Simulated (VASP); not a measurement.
# HfO2 (Fm-3m) in VASP: further runs

Runs on HfO2. Level: LDA. Tasks: single point, relaxation of volume and atoms at fixed shape.

Program: VASP 6.6.1. These are calculated values, not measurements. Logs are shortened: lines on timing, memory, paths and dates and some standing lists are left out, and cuts for length are marked.

### Step 1. The cell of the first run

The structure is cubic, space group Fm-3m (No. 225). The conventional cell has a = 5.001 Å, b = 5.001 Å, c = 5.001 Å, α = 90.00°, β = 90.00°, γ = 90.00°. Hf (site symmetry m-3m) has 8 O at 2.17 Å within 2.9 Å. Within 2.9 Å of O (site symmetry -43m) lie 4 Hf at 2.17 Å and 6 O at 2.50 Å.

### Step 2. Single point, LDA

INCAR

```
PREC = Accurate
ENCUT = 520
EDIFF = 1E-7
ISMEAR = 0
SIGMA = 0.01
LREAL = False
LASPH = True
NELM = 100
ALGO = Normal
ISIF = 2
LWAVE = False
LCHARG = True
LELF = True
LVHAR = True
NBANDS = 18
```

KPOINTS

```
regular mesh
0
Gamma
  8 8 8
```

POSCAR

```
HfO2
1.0
    0.0000000000      2.5004327418      2.5004327418
    2.5004327418      0.0000000000      2.5004327418
    2.5004327418      2.5004327418      0.0000000000
Hf O
1 2
Direct
    0.0000000000      0.0000000000      0.0000000000
    0.2500000000      0.2500000000      0.2500000000
    0.7500000000      0.7500000000      0.7500000000
```

Potentials or basis: VASP PAW LDA potentials, release 64 (Hf_pv, O).

The run is started by

```console
cat potpaw_LDA.64/Hf_pv/POTCAR potpaw_LDA.64/O/POTCAR > POTCAR
mpirun -np 1 vasp_std > vasp.out
```

OUTCAR:

```text
PREC = Accurate
   ENCUT = 520
   EDIFF = 1E-7
   ISMEAR = 0
   LREAL = False
   LASPH = True
   NELM = 100
   ISIF = 2

 ion  position               nearest neighbor table
   1  0.000  0.000  0.000-   3 2.17   3 2.17   3 2.17   2 2.17   3 2.17   2 2.17   2 2.17   2 2.17

   2  0.250  0.250  0.250-   1 2.17   1 2.17   1 2.17   1 2.17
   3  0.750  0.750  0.750-   1 2.17   1 2.17   1 2.17   1 2.17

  LATTYP: Found a face centered cubic cell.
 ALAT       =     5.0008654836

  Lattice vectors:

 A1 = (   0.0000000000,   2.5004327418,   2.5004327418)
 A2 = (   2.5004327418,   0.0000000000,   2.5004327418)
 A3 = (   2.5004327418,   2.5004327418,   0.0000000000)

Analysis of symmetry for initial positions (statically):
=====================================================================
 Subroutine PRICEL returns:
 Original cell was already a primitive cell.

 Routine SETGRP: Setting up the symmetry group for a
 face centered cubic supercell.

 Subroutine GETGRP returns: Found 48 space group operations
 (whereof 48 operations were pure point group operations)
 out of a pool of 48 trial point group operations.

The static configuration has the point symmetry O_h .

Analysis of symmetry for dynamics (positions and initial velocities):
=====================================================================
 Subroutine PRICEL returns:
 Original cell was already a primitive cell.

 Routine SETGRP: Setting up the symmetry group for a
 face centered cubic supercell.

 Subroutine GETGRP returns: Found 48 space group operations
 (whereof 48 operations were pure point group operations)
 out of a pool of 48 trial point group operations.

The dynamic configuration has the point symmetry O_h .

 Subroutine INISYM returns: Found 48 space group operations
 (whereof 48 operations are pure point group operations),
 and found     1 'primitive' translations

----------------------------------------------------------------------------------------

                                     Primitive cell

  volume of cell :      31.2662

  direct lattice vectors                    reciprocal lattice vectors
     0.000000000  2.500432742  2.500432742    -0.199965387  0.199965387  0.199965387
     2.500432742  0.000000000  2.500432742     0.199965387 -0.199965387  0.199965387
     2.500432742  2.500432742  0.000000000     0.199965387  0.199965387 -0.199965387

  length of vectors
     3.536145895  3.536145895  3.536145895     0.346350209  0.346350209  0.346350209

  position of ions in fractional coordinates (direct lattice)
     0.000000000  0.000000000  0.000000000
     0.250000000  0.250000000  0.250000000
     0.750000000  0.750000000  0.750000000

  ion indices of the primitive-cell ions
   primitive index   ion index
                 1           1
                 2           2
                 3           3

----------------------------------------------------------------------------------------

 KPOINTS: regular mesh

Automatic generation of k-mesh.
 Grid dimensions read from file:
 generate k-points for:    8    8    8

 Generating k-lattice:

  Cartesian coordinates                     Fractional coordinates (reciprocal lattice)
    -0.024995673  0.024995673  0.024995673     0.125000000  0.000000000  0.000000000
     0.024995673 -0.024995673  0.024995673     0.000000000  0.125000000  0.000000000
     0.024995673  0.024995673 -0.024995673     0.000000000  0.000000000  0.125000000

  Length of vectors
     0.043293776  0.043293776  0.043293776

  Shift w.r.t. Gamma in fractional coordinates (k-lattice)
     0.000000000  0.000000000  0.000000000

 Subroutine IBZKPT returns following result:
 ===========================================

 Found     29 irreducible k-points:

 Following reciprocal coordinates:
            Coordinates               Weight
  0.000000  0.000000  0.000000      1.000000
  0.125000  0.000000  0.000000      8.000000
  0.250000  0.000000  0.000000      8.000000
  0.375000  0.000000  0.000000      8.000000
  0.500000  0.000000  0.000000      4.000000
  0.125000  0.125000  0.000000      6.000000
[... 16 lines left out ...]
  0.500000  0.250000  0.125000     48.000000
 -0.375000  0.250000  0.125000     24.000000
 [... further k-points ...]
   k-points           NKPTS =     29   k-points in BZ     NKDIM =     29   number of bands    NBANDS=     18
   number of dos      NEDOS =    301   number of ions     NIONS =      3
   total plane-waves  NPLWV =  21952
   dimension x,y,z NGX =    28 NGY =   28 NGZ =   28
   dimension x,y,z NGXF=    56 NGYF=   56 NGZF=   56
   ions per type =               1   2
   NGX,Y,Z   is equivalent  to a cutoff of  13.16, 13.16, 13.16 a.u.
   NGXF,Y,Z  is equivalent  to a cutoff of  26.33, 26.33, 26.33 a.u.
 SYSTEM =  unknown system
   PREC   = accura    normal or accurate (medium, high low for compatibility)
   ISTART =      0    job   : 0-new  1-cont  2-samecut
   ICHARG =      2    charge: 1-file 2-atom 10-const
   ISPIN  =      1    spin polarized calculation?
   LNONCOLLINEAR =      F non collinear calculations
   LSORBIT =      F    spin-orbit coupling
   LASPH  =      T    aspherical Exc in radial PAW
   ENCUT  =  520.0 eV  38.22 Ry    6.18 a.u.   6.57  6.57  6.57*2*pi/ulx,y,z
   NELM   =    100;   NELMIN=  2; NELMDL= -5     # of ELM steps
   EDIFF  = 0.1E-06   stopping-criterion for ELM
   LREAL  =      F    real-space projection
   EDIFFG = 0.1E-05   stopping-criterion for IOM
   NSW    =      0    number of steps for IOM
   IBRION =     -1    ionic relax: 0-MD 1-quasi-New 2-CG
   NFREE  =      0    steps in history (QN), initial steepest desc. (CG)
   ISIF   =      2    stress and relaxation
   ISYM   =      2    0-nonsym 1-usesym 2-fastsym
   POTIM  = 0.5000    time-step for ionic-motion
   TEBEG  =    0.0;   TEEND  =   0.0 temperature during run
   PSTRESS=    0.0 pullay stress
   NELECT =      22.0000    total number of electrons
   NUPDOWN=      -1.0000    fix difference up-down
   EMIN   =  10.00;   EMAX   =-10.00  energy-range for DOS
   EFERMI =   0.00;   METHOD = LEGACY
   ISMEAR =     0;   SIGMA  =   0.01  broadening in eV -4-tet -1-fermi 0-gaus
   EFERMI_NEDOS =   21; number of points for ismear=-14 and -15
   IALGO  =     38    algorithm
   IMIX   =      4    mixing-type and parameters
     AMIX     =   0.40;   BMIX     =  1.00
     AMIX_MAG =   1.60;   BMIX_MAG =  1.00
  volume/ion in A,a.u.               =      10.42        70.33
  Fermi-wavevector in a.u.,A,eV,Ry     =   1.456098  2.751626 28.847356  2.120221
  Thomas-Fermi vector in A             =   2.573056
   LORBIT       =      0    0 simple, 1 ext, 2 COOP (PROOUT), +10 PAW based schemes
   GGA     = CA    functional components
   LHFCALC =     F    Hartree Fock is set to
   AEXX    =    0.0000 exact exchange contribution
   IVDW    =     0    specifies the selected vdW correction
   LEPSILON=     F    determine dielectric tensor
   LRPA    =     F    only Hartree local field effects (RPA)
 non-spin polarized calculation
 Gauss-broadening in eV      SIGMA  =   0.01
  energy-cutoff  :      520.00
  volume of cell :       31.27
 maximum number of plane-waves:       869
 NGX is ok and might be reduce to    28
   NGX = 13   NGY = 13   NGZ = 13

 number of electron      22.0000000 magnetization

 Free energy of the ion-electron system (eV)
  ---------------------------------------------------
  ext. energy  EPLUGINS =         0.00000000
  ---------------------------------------------------
  free energy    TOTEN  =       -33.06790066 eV

  energy without entropy =      -33.06790066  energy(sigma->0) =      -33.06790066

 E-fermi :   4.4864     XC(G=0): -12.5291

 val. band max:        4.4211278991   @ k =   0.5000   0.5000   0.0000
 cond. band min:       8.1232196439   @ k =   0.5000   0.5000   0.0000
 fundamental gap:      3.7020917449
 Fermi energy:         4.4863779836

 k-point     1 :       0.0000    0.0000    0.0000
  band No.  band energies     occupation
      1     -24.8910      2.00000
      2     -24.8910      2.00000
      3     -24.8910      2.00000
      4     -14.3170      2.00000
      5     -10.9409      2.00000
      6      -1.2461      2.00000
[... 10 lines left out ...]
     17      15.3141      0.00000
     18      17.2645      0.00000

 k-point     2 :       0.1250    0.0000    0.0000
  band No.  band energies     occupation
      1     -24.9767      2.00000
      2     -24.9001      2.00000
      3     -24.9001      2.00000
      4     -14.0779      2.00000
      5     -11.1399      2.00000
      6      -1.0860      2.00000
[... 10 lines left out ...]
     17      15.0156      0.00000
     18      17.2596      0.00000

 k-point     3 :       0.2500    0.0000    0.0000
  band No.  band energies     occupation
      1     -25.1737      2.00000
      2     -24.9222      2.00000
      3     -24.9222      2.00000
      4     -13.5214      2.00000
      5     -11.5228      2.00000
      6      -0.6942      2.00000
[... 10 lines left out ...]
     17      14.4943      0.00000
     18      17.1783      0.00000

 k-point     4 :       0.3750    0.0000    0.0000
  band No.  band energies     occupation
      1     -25.3585      2.00000
      2     -24.9441      2.00000
      3     -24.9441      2.00000
      4     -13.0778      2.00000
      5     -11.6936      2.00000
      6      -0.3152      2.00000
[... 375 lines left out ...]
      4     -13.0315      2.00000
      5     -11.8175      2.00000
      6      -0.6717      2.00000
[... 10 lines left out ...]
     17      14.5712      0.00000
     18      17.2431      0.00000

 k-point    23 :       0.5000    0.2500    0.1250
  band No.  band energies     occupation
      1     -25.3230      2.00000
      2     -25.0817      2.00000
      3     -24.9756      2.00000
      4     -12.6171      2.00000
      5     -11.9519      2.00000
      6      -0.6848      2.00000
[... 10 lines left out ...]
     17      15.3586      0.00000
     18      17.2318      0.00000

 k-point    24 :      -0.3750    0.2500    0.1250
  band No.  band energies     occupation
      1     -25.3582      2.00000
      2     -25.1093      2.00000
      3     -24.9880      2.00000
      4     -12.5496      2.00000
      5     -11.8812      2.00000
      6      -0.6883      2.00000
[... 10 lines left out ...]
     17      15.4455      0.00000
     18      17.2289      0.00000

 [... further k-points ...]
[... 5 lines left out ...]
  --------------------------------------------------------------------------------------
  -------------------------------------------------------------------------------------
  Total       -0.6228134     -0.6228134     -0.6228134      0.0000000      0.0000000     -0.0000000
  in kB      -31.9148636    -31.9148636    -31.9148636      0.0000000      0.0000000     -0.0000000
  external PRESSURE =     -31.9148636 kB  Pullay stress =       0.0000000 kB

 VOLUME and BASIS-vectors are now :
 -----------------------------------------------------------------------------
  energy-cutoff  :      520.00
  volume of cell :       31.27
      direct lattice vectors                 reciprocal lattice vectors
     0.000000000  2.500432742  2.500432742    -0.199965387  0.199965387  0.199965387
     2.500432742  0.000000000  2.500432742     0.199965387 -0.199965387  0.199965387
     2.500432742  2.500432742  0.000000000     0.199965387  0.199965387 -0.199965387

 POSITION                                       TOTAL-FORCE (eV/Angst)
 -----------------------------------------------------------------------------------
      0.00000      0.00000      0.00000         0.000000      0.000000      0.000000
      1.25022      1.25022      1.25022         0.000000      0.000000      0.000000
      3.75065      3.75065      3.75065        -0.000000     -0.000000     -0.000000
 -----------------------------------------------------------------------------------
    total drift:                                0.000000      0.000000      0.000000

  FREE ENERGIE OF THE ION-ELECTRON SYSTEM (eV)
  ---------------------------------------------------
  free  energy   TOTEN  =       -33.0679006559 eV

  energy  without entropy=      -33.0679006559  energy(sigma->0) =      -33.06790066
```

It took 30 s on 1 thread of Intel Xeon 8259CL, shared host; peak memory 0.15 GiB.

What came out:

* Free energy: -33.0679 eV
* Pressure: -3.2 GPa
* Band gap on the k mesh: 3.70 eV

Caveat: the cell stands under tension; spin-orbit coupling is left out, which moves the levels of the heavy elements.

### Step 3. Relaxation of volume and atoms at fixed shape, LDA

This run uses another cell than the first one, of 11.15 Å³/atom.

INCAR

```
PREC = Accurate
ENCUT = 600
EDIFF = 1E-6
ISMEAR = 0
SIGMA = 0.01
LREAL = F
LASPH = T
NELM = 60
ALGO = Normal
ISIF = 8
LWAVE = F
LCHARG = F
IBRION = 2
NSW = 50
EDIFFG = -0.02
```

KPOINTS is that of step 2.

POSCAR

```
HfO2
1.0
    0.0000000000      2.5575000000      2.5575000000
    2.5575000000      0.0000000000      2.5575000000
    2.5575000000      2.5575000000      0.0000000000
Hf O
1 2
Direct
    0.0000000000      0.0000000000      0.0000000000
    0.2500000000      0.2500000000      0.2500000000
    0.7500000000      0.7500000000      0.7500000000
```

Potentials or basis: VASP PAW LDA potentials, release 64 (Hf_pv, O).

The run is started by

```console
cat potpaw_LDA.64/Hf_pv/POTCAR potpaw_LDA.64/O/POTCAR > POTCAR
mpirun -np 1 vasp_std > vasp.out
```

Wall time 99 s (1 thread of Intel Xeon 8259CL, shared host); peak memory 0.17 GiB.

Results (log left out):

```
Free energy                           : -33.0854 eV
Relaxed volume                        : 10.30 Å³/atom
Relaxed cell                          : a = 3.522 Å, b = 3.522 Å, c = 3.522 Å, α = 60.00°, β = 60.00°, γ = 60.00°
Space group after relaxing (to 0.1 Å) : Fm-3m (No. 225)
Energy gained by relaxing             : 56.4 meV/atom
Ionic steps                           : 4
Pressure after relaxing               : -0.1 GPa
Band gap on the k mesh                : 3.74 eV
```

The path:
```tsv
step	energy change (eV)	largest force (eV/Å)	pressure (GPa)	volume (Å³)
1	0.0000	0.0000	-19.57	33.46
2	0.3001	0.0000	46.73	27.29
3	-0.1691	0.0000	-0.80	30.96
4	-0.1693	0.0000	-0.14	30.89
```

Final structure:
```xyz
3
Lattice="0.0000 2.4903 2.4903 2.4903 0.0000 2.4903 2.4903 2.4903 0.0000" Properties=species:S:1:pos:R:3 pbc="T T T"
Hf    2.4903    0.0000    2.4903
O     1.2452    1.2452    1.2452
O     3.7355    3.7355    3.7355
```

Levels at points of the mesh, in eV from the valence-band top:
```csv
k point,band 8,band 9,band 10,band 11,band 12,band 13,band 14,band 15
"(0.00, 0.00, 0.00)",-5.75,-0.64,-0.64,-0.64,3.81,3.81,6.12,11.05
"(0.50, 0.00, 0.00)",-3.14,-2.88,-1.90,-1.90,4.62,4.62,7.46,8.97
"(0.50, 0.50, 0.00)",-3.60,-1.64,-1.64,0.00,3.74,5.61,7.10,8.56
```

Caveat: spin-orbit coupling is left out, which moves the levels of the heavy elements. Zero-point motion and thermal expansion aren't in these numbers.
